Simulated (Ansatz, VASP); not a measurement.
CoSi2 in VASP and in Ansatz

Contents of INCAR:

```
ALGO = Normal ; EDIFF = 1E-7
ENCUT = 520 ; GGA = PE
ISIF = 2 ; ISMEAR = 0
LASPH = T ; LCHARG = F
LREAL = F ; LWAVE = F
NBANDS = 16 ; NELM = 80
PREC = Accurate ; SIGMA = 0.15
```

File KPOINTS:

```
k-points
0
Gamma
  16 16 16
```

File POSCAR:

```
CoSi2
1.0
    0.0000000000      2.6799390578      2.6799390578
    2.6799390578      0.0000000000      2.6799390578
    2.6799390578      2.6799390578      0.0000000000
Co Si
1 2
Direct
    0.0000000000      0.0000000000      0.0000000000
    0.2779857110      0.2220142890      0.2779857110
    0.7779857110      0.7220142890      0.7779857110
```

Input for Ansatz:

```yaml
crystal:
  lattice:
    - [0.0, 2.6799390578, 2.6799390578]
    - [2.6799390578, 0.0, 2.6799390578]
    - [2.6799390578, 2.6799390578, 0.0]
  atoms:
    - { symbol: Co, position: [0.0, 0.0, 0.0] }
    - { symbol: Si, position: [0.277985711, 0.222014289, 0.277985711] }
    - { symbol: Si, position: [0.777985711, 0.722014289, 0.777985711] }
basis:
  ecutwfc: 420
kpoints:
  mp_grid: { grid: [16, 16, 16] }
hamiltonian:
  xc: pbe
scf:
  occupations: { method: gaussian, width: 0.15 }
output:
  forces: true
  stress: true
  eigenvalues: true
```

Change from the starting cell: all Si atoms moved +0.150 Å, as atom 2 along Cartesian [0 1 0].

Alike in both runs: task single point; functional PBE; k mesh 16 × 16 × 16; occupations gaussian, width 0.15 eV; no spin polarisation.

```csv
,VASP,Ansatz
version,VASP 6.6.1,Ansatz 0.2.0
potentials or method,"VASP PAW PBE potentials, release 64 (Co, Si), cutoff 520 eV","scalar-relativistic, plane waves, PAW"
valence electrons in the cell,17,25
```

|  | VASP | Ansatz | Ansatz less VASP |
| --- | --- | --- | --- |
| gap on the k mesh at the Fermi level (eV) | none | none | - |
| pressure (GPa) | 1.7 | 1.8 | +0.14 |
| traceless stress, the component that is largest in VASP (GPa) | -0.68 | -0.66 | +0.022 |
| rms of the force components (eV/Å) | 0.712 | 0.708 | -0.0039 |

Atom by atom the forces differ by 0.004 eV/Å (rms over components). A gap of «none» marks a metal or a gap that the smearing closes. VASP's potentials hold 17 valence electrons a cell and Ansatz's 25, so a difference there can come from the potentials and not from the codes.
